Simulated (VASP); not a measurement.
# Ti4C: relaxation of the atoms with PBEsol

The system is Ti4C, a slab with vacuum.

```
Ti C
1.0
     3.21023    0.00000    0.00000
     0.00000    3.21023    0.00000
     0.00000    0.00000   20.10699
Ti C
4 1
Direct
  0.50000 0.50000 0.19894
  0.00000 0.00000 0.27876
  0.50000 0.50000 0.35384
  0.00000 0.00000 0.42806
  0.00000 0.00000 0.54543
```

* Program: VASP 6.6.1
* Task: relaxation of the atoms
* Functional: PBEsol
* Potentials or basis: VASP PAW PBE potentials, release 64 (Ti_sv, C)
* Cutoff: 520 eV
* k mesh: 8 × 8 × 1
* Occupations: gaussian, width 0.1 eV
* Spin: no spin polarisation
* Dipole correction: yes
* Atoms held fixed (from 0): [0, 1, 2, 3]
* Further INCAR settings: ALGO = Normal; EDIFF = 1e-07; IBRION = 2; EDIFFG = -0.025; NSW = 36
* Atoms held along some axes (from 0): atom 4 along a and b

```json
{
  "Energy gained by relaxing": "147.0 meV/atom",
  "Ionic steps": "6",
  "Band gap on the k mesh": "zero (bands 26 and 27 overlap by 0.95 eV)"
}
```

Step by step:
| step | energy change (eV) | largest force on free atoms (eV/Å) | pressure (GPa) |
| --- | --- | --- | --- |
| 1 | 0.0000 | 2.1531 | -3.55 |
| 2 | -0.2211 | 2.0872 | -3.34 |
| 3 | -0.7174 | 0.6247 | -2.02 |
| 4 | -0.6920 | 1.1479 | -0.92 |
| 5 | -0.7348 | 0.0972 | -1.68 |
| 6 | -0.7351 | 0.0192 | -1.61 |

Final structure:
```
Ti C
1.0
     3.21023    0.00000    0.00000
     0.00000    3.21023    0.00000
     0.00000    0.00000   20.10699
Ti C
4 1
Direct
  0.50000 0.50000 0.19894
  0.00000 0.00000 0.27876
  0.50000 0.50000 0.35384
  0.00000 0.00000 0.42806
  0.00000 0.00000 0.52197
```

Levels at points of the mesh, in eV from the Fermi level:
```
           k point  band 24  band 25  band 26  band 27  band 28  band 29
(0.00, 0.00, 0.00)    -0.37     0.23     0.56     0.56     0.84     0.97
(0.50, 0.00, 0.00)    -0.32    -0.19    -0.10     0.04     0.71     1.01
(0.50, 0.50, 0.00)    -0.60    -0.57    -0.39    -0.39     0.38     0.38
```

Wall time 26 min on 1 thread of Oxide Virtual Turin-like Processor, with other jobs on the host, peak memory 0.29 GiB.

Caveat: the PAW data sets were made with another functional, which shifts forces and pressure a little.
